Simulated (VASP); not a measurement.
Set up this calculation in VASP 6.6.1, as the native input.

| Item | Value |
| --- | --- |
| Task | single point |
| Functional | PBE |
| Potentials or basis | VASP PAW PBE potentials, release 64 (Si, Sc_sv) |
| Cutoff | 500 eV |
| k mesh | 6 × 6 × 5 |
| Occupations | fermi-dirac, width 0.1 eV |
| Spin | no spin polarisation |
| Dipole correction | no |
| Further INCAR settings | ALGO = Normal; EDIFF = 1e-06; NBANDS = 16 |

The structure of ScSi2 lies in POSCAR:

```
ScSi2
1.0
    3.6208220000      0.0000000000      0.0000000000
   -1.8104110000      3.1357250000      0.0000000000
    0.0000000000      0.0000000000      3.8231370000
Si Sc
2 1
Direct
    0.3333000000      0.6667000000      0.5000000000
    0.6666000000      0.3333000000      0.5000000000
    0.0000000000      0.0000000000      0.0000000000
```

These files were run (other wordings do the same):

INCAR

```
SYSTEM = ScSi2
  PREC = Accurate
  ENCUT = 500
  EDIFF = 1E-6
  ISMEAR = -1
  SIGMA = 0.1
  LREAL = .FALSE.
  LASPH = .TRUE.
  NELM = 120
  ALGO = Normal
  ISIF = 2
  LWAVE = .FALSE.
  LCHARG = .FALSE.
  GGA = PE
  NBANDS = 16
  GGA_COMPAT = .FALSE.
```

KPOINTS

```
regular mesh
0
G
  6 6 5
  0 0 0
```

Potentials or basis: VASP PAW PBE potentials, release 64 (Si, Sc_sv).

Launch:

```console
$ cat potpaw_PBE.64/Si/POTCAR potpaw_PBE.64/Sc_sv/POTCAR > POTCAR
$ mpirun -np 1 vasp_std > vasp.out
```

It gave:

| Item | Value |
| --- | --- |
| Pressure | 32.2 GPa |
| Largest force | 0.006 eV/Å |

Wall time 41 s on 1 thread of Intel Xeon 8259CL (shared host), peak memory 0.17 GiB.
